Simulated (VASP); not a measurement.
A run of VASP 6.6.1:

INCAR

```
SYSTEM = AlNi3
ALGO     = Fast           ! electronic algorithm
EDIFF    = 1E-6           ! SCF threshold, eV
ENCUT    = 520            ! plane-wave cutoff, eV
GGA      = PS             ! functional
ISIF     = 2              ! what is computed and relaxed
ISMEAR   = 0              ! smearing method
ISPIN    = 2              ! spin polarisation
LASPH    = .True.         ! aspherical terms in the spheres
LCHARG   = .False.        ! write CHGCAR
LMAXMIX  = 4              ! l up to which the mixer works
LORBIT   = 11             ! projections on sites
LREAL    = .False.        ! projectors in reciprocal space
LWAVE    = .False.        ! write WAVECAR
MAGMOM   = 0 0.28 0.28 0.28 ! initial moments
NBANDS   = 28             ! bands
NELM     = 150            ! most SCF steps
PREC     = Accurate       ! precision mode
SIGMA    = 0.1            ! smearing width, eV
```

Contents of KPOINTS:

```
k-points
0
Gamma
  14 14 14
  0 0 0
```

The input POSCAR:

```
AlNi3
1.0
    3.6246650783      0.0000000000      0.0000000000
    0.0000000000      3.4811512333      0.0000000000
    0.0000000000      0.0000000000      3.4811512333
Al Ni
1 3
Direct
    0.0000000000      0.0000000000      0.0000000000
    0.0000000000      0.5000000000      0.5000000000
    0.5000000000      0.0000000000      0.5000000000
    0.5000000000      0.5000000000      0.0000000000
```

Potentials or basis: VASP PAW PBE potentials, release 64 (Al, Ni).

Command:

```console
$ cat potpaw_PBE.64/Al/POTCAR potpaw_PBE.64/Ni/POTCAR > POTCAR
$ mpirun -np 1 vasp_std > vasp.out
```

Hardware: 1 thread of Oxide Virtual Turin-like Processor, on a shared host.

Problem. Estimate the wall time of this run.

Solution. Run time: 17 min on 1 thread of Oxide Virtual Turin-like Processor (shared host), peak memory 0.52 GiB. Counts: scf iterations 17, k points 288.
